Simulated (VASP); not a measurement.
**F: single point with PBE+D3(BJ)**

F:

```
CELL_PARAMETERS angstrom
2.61701 -1.80212 0.27618
2.61701 1.80212 0.27618
-0.83159 0.00000 6.78903
ATOMIC_POSITIONS crystal
F 0.91386 0.58555 0.09393
F 0.41445 0.08614 0.40607
F 0.08614 0.41445 0.90607
F 0.58555 0.91386 0.59393
```

```json
{
  "Program": "VASP 6.6.1",
  "Task": "single point",
  "Functional": "PBE",
  "Dispersion": "D3(BJ)",
  "Potentials or basis": "VASP PAW PBE potentials, release 64 (F_h)",
  "Cutoff": "1350 eV",
  "k mesh": "8 × 8 × 4",
  "Occupations": "gaussian, width 0.05 eV",
  "Spin": "no spin polarisation",
  "Dipole correction": "no",
  "Further INCAR settings": "ALGO = Normal; EDIFF = 1e-06; NBANDS = 22"
}
```

The pressure is -1.0 GPa and the largest force is 0.296 eV/Å. The band gap on the k mesh is 2.89 eV and the dispersion energy per atom is -0.029 eV.

Forces on the atoms (eV/Å):
```
F    0.036 -0.134 -0.261
F   -0.036 -0.134  0.261
F   -0.036  0.134  0.261
F    0.036  0.134 -0.261
```

Stress tensor (GPa, compression positive):
```
-0.15  0.00  0.28
 0.00 -0.78  0.00
 0.28  0.00 -2.18
```

Levels at points of the mesh, in eV from the valence-band top:
```csv
k point,band 11,band 12,band 13,band 14,band 15,band 16,band 17,band 18
"(0.00, 0.00, 0.00)",-0.31,-0.07,0.00,0.00,2.89,3.67,9.24,11.82
"(0.50, 0.00, 0.00)",-0.33,-0.31,-0.06,-0.04,3.37,3.37,13.51,13.52
"(0.50, 0.50, 0.00)",-0.57,-0.43,-0.11,-0.08,3.16,3.58,14.11,14.48
"(0.00, 0.00, 0.50)",-0.21,-0.21,0.00,0.00,3.26,3.26,10.14,10.14
"(0.50, 0.00, 0.50)",-0.29,-0.28,-0.03,-0.02,3.34,3.35,14.03,14.05
"(0.50, 0.50, 0.50)",-0.32,-0.32,-0.27,-0.27,3.36,3.36,14.58,14.58
```

Wall time 4.4 min on 1 thread of Intel(R) Xeon(R) Platinum 8375C CPU @ 2.90GHz (Ice Lake), with other jobs on the host, peak memory 0.57 GiB.

A k mesh can miss the band edges.
